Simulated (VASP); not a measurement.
Input of a VASP 6.6.1 run:

Contents of INCAR:

```
SYSTEM = Ir
  PREC = Accurate
  ENCUT = 600
  EDIFF = 1E-6
  ISMEAR = 0
  SIGMA = 0.1
  LREAL = .False.
  LASPH = .True.
  NELM = 80
  ALGO = Fast
  ISIF = 3
  LWAVE = .False.
  LCHARG = .False.
  GGA = PE
  IBRION = 2
  NSW = 80
  EDIFFG = -0.015
```

The input KPOINTS:

```
Automatic mesh
0
Gamma
  8 8 8
  0 0 0
```

The input POSCAR:

```
Ir
1.0
    0.0000000000      3.8706450149     -3.8706450149
   -3.8706450149      0.0000000000     -3.8706450149
   -3.8706450149      3.8706450149      0.0000000000
Ir
8
Direct
    0.5000000000      0.5000000000      0.0000000000
    0.0000000000      0.5000000000      0.0000000000
    0.5000000000      0.0000000000      0.0000000000
    0.0000000000      0.0000000000      0.0000000000
    0.5000000000      0.5000000000      0.5000000000
    0.0000000000      0.5000000000      0.5000000000
    0.5000000000      0.0000000000      0.5000000000
    0.0000000000      0.0000000000      0.5000000000
```

Potentials or basis: VASP PAW PBE potentials, release 64 (Ir).

The run is started by

```console
$ cat potpaw_PBE.64/Ir/POTCAR > POTCAR
$ mpirun -np 1 vasp_std > vasp.out
```

Q: Estimate the relaxed volume.

A: 14.53 Å³/atom.

Q: Predict the relaxed cell.

A: a = 5.478 Å, b = 5.478 Å, c = 5.478 Å, α = 60.00°, β = 60.00°, γ = 60.00°.

Q: Predict the band gap on the k mesh.

A: Zero (bands 36 and 37 overlap by 2.16 eV).

Final structure:
```yaml
crystal:
  lattice:
    - [0.00000, 3.87376, -3.87376]
    - [-3.87376, 0.00000, -3.87376]
    - [-3.87376, 3.87376, 0.00000]
  atoms:
    - { symbol: Ir, position: [0.50000, 0.50000, 0.00000] }
    - { symbol: Ir, position: [0.00000, 0.50000, 0.00000] }
    - { symbol: Ir, position: [0.50000, 0.00000, 0.00000] }
    - { symbol: Ir, position: [0.00000, 0.00000, 0.00000] }
    - { symbol: Ir, position: [0.50000, 0.50000, 0.50000] }
    - { symbol: Ir, position: [0.00000, 0.50000, 0.50000] }
    - { symbol: Ir, position: [0.50000, 0.00000, 0.50000] }
    - { symbol: Ir, position: [0.00000, 0.00000, 0.50000] }
```

Caveat: spin-orbit coupling is left out, which moves the levels of the heavy elements.
